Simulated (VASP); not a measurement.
**Al2Cu: single point with PBE+D4**

Al2Cu:

```
CELL_PARAMETERS angstrom
4.10518 0.00000 0.00000
0.00000 4.10518 0.00000
0.00000 0.00000 2.89131
ATOMIC_POSITIONS crystal
Al 0.50000 0.00000 0.50000
Al 0.00000 0.50000 0.50000
Cu 0.00000 0.00000 0.00000
```

```yaml
Program: VASP 6.6.1
Task: single point
Functional: PBE
Dispersion: D4
Potentials_or_basis: VASP PAW PBE potentials, release 64 (Al, Cu)
Cutoff: 520 eV
k_mesh: 1 × 1 × 2
Occupations: fermi-dirac, width 0.0861733 eV
Spin: no spin polarisation
```

The pressure is 7.8 GPa and the dispersion energy per atom is -0.366 eV.

Stress tensor (GPa, compression positive):
```
 24.76   0.00   0.00
  0.00  24.76   0.00
  0.00   0.00 -26.03
```

Levels at points of the mesh, in eV from the Fermi level:
| k point | band 5 | band 6 | band 7 | band 8 | band 9 | band 10 | band 11 | band 12 |
| --- | --- | --- | --- | --- | --- | --- | --- | --- |
| (0.00, 0.00, 0.00) | -5.57 | -5.57 | -4.07 | -4.07 | -1.78 | -0.72 | 4.23 | 4.47 |
| (0.00, 0.00, 0.50) | -6.32 | -5.59 | -4.51 | 0.76 | 0.87 | 0.87 | 1.05 | 1.05 |

It took 6.3 s on 1 thread of AMD EPYC 7R13 (shared host), peak memory 0.12 GiB.

Caveat: the k points lie up to 1.53 Å⁻¹ apart; pairwise dispersion overbinds metals, which lowers pressure and volume.
